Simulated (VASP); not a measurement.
## Sc3AlP: single point with PBE

Sc3AlP:

```
CELL_PARAMETERS angstrom
3.52832 -3.54689 0.00000
3.52832 3.54689 0.00000
0.00000 0.00000 5.00335
ATOMIC_POSITIONS crystal
Sc 0.00000 0.50000 0.50000
Sc 0.50000 0.00000 0.50000
Sc 0.00000 0.00000 0.00000
Al 0.00000 0.00000 0.50000
P 0.50000 0.50000 0.00000
```

The cell was built from a structure type or drawn by symmetry, and may not be a known phase.

```
Program                : VASP 6.6.1
Task                   : single point
Functional             : PBE
Potentials or basis    : VASP PAW PBE potentials, release 64 (Sc_sv, Al, P)
Cutoff                 : 520 eV
k mesh                 : 4 × 4 × 4
Occupations            : gaussian, width 0.1 eV
Spin                   : no spin polarisation
Dipole correction      : no
Further INCAR settings : ALGO = Normal; EDIFF = 1e-06; NBANDS = 28
```

| Property | Result |
| --- | --- |
| Pressure | 0.1 GPa |
| Band gap on the k mesh | zero (an odd number of electrons rules out a gap without spin polarisation) |

Levels at points of the mesh, in eV from the Fermi level:
| k point | band 16 | band 17 | band 18 | band 19 | band 20 | band 21 | band 22 | band 23 | band 24 | band 25 |
| --- | --- | --- | --- | --- | --- | --- | --- | --- | --- | --- |
| (0.00, 0.00, 0.00) | -1.78 | -1.77 | -0.58 | -0.58 | -0.57 | -0.47 | -0.47 | -0.11 | 1.31 | 1.32 |
| (0.50, 0.00, 0.00) | -2.00 | -1.87 | -1.87 | -0.75 | -0.75 | -0.33 | 0.39 | 0.81 | 1.01 | 1.06 |
| (0.50, 0.50, 0.00) | -3.55 | -1.83 | -1.18 | -1.14 | -1.11 | 0.36 | 0.37 | 1.12 | 1.15 | 1.17 |
| (0.00, 0.00, 0.50) | -2.00 | -1.87 | -1.86 | -0.75 | -0.75 | -0.33 | 0.39 | 0.81 | 1.01 | 1.05 |
| (0.50, 0.00, 0.50) | -3.56 | -1.83 | -1.19 | -1.13 | -1.12 | 0.37 | 0.37 | 1.14 | 1.14 | 1.17 |
| (0.50, 0.50, 0.50) | -2.81 | -2.80 | -2.41 | -2.40 | -2.40 | 0.94 | 1.02 | 1.03 | 1.04 | 1.09 |

It took 46 s on 1 thread of Intel(R) Xeon(R) 6975P-C (Granite Rapids) (shared host), peak memory 0.27 GiB.
